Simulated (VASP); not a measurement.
Crystal: PbI2.

```
Pb I
1.0
     4.56408    0.00000    0.00000
    -2.28204    3.95261    0.00000
     0.00000    0.00000    7.04751
Pb I
1 2
Cartesian
  0.0000 0.0000 0.0000
  0.0000 2.6351 1.8796
  2.2820 1.3175 5.1679
```

Base run:

```yaml
Program: VASP 6.6.1
Functional: PBEsol
Potentials_or_basis: VASP PAW PBE potentials, release 64 (Pb_d, I)
Cutoff: 500 eV
k_mesh: 6 × 6 × 4
Occupations: gaussian, width 0.01 eV
Spin: no spin polarisation
```

Its results: band gap on the k mesh 2.13 eV; pressure -0.5 GPa; largest force 0.110 eV/Å.

The run is repeated on the same cell with these changes: k mesh from 6 × 6 × 4 to 8 × 8 × 1. What comes out?

Band gap on the k mesh 2.61 eV (least direct gap 2.99 eV); pressure -0.9 GPa; largest force 0.027 eV/Å.

Caveats: some runs use coarse meshes; the PAW data sets were made with another functional, which shifts forces and pressure a little; spin-orbit coupling is left out, which moves the levels of the heavy elements; this functional lacks dispersion, which binds the layers, so the pressure and a relaxed spacing across them are unreliable; an odd mesh through Γ misses points on the zone boundary, where band edges can lie (at least some runs).
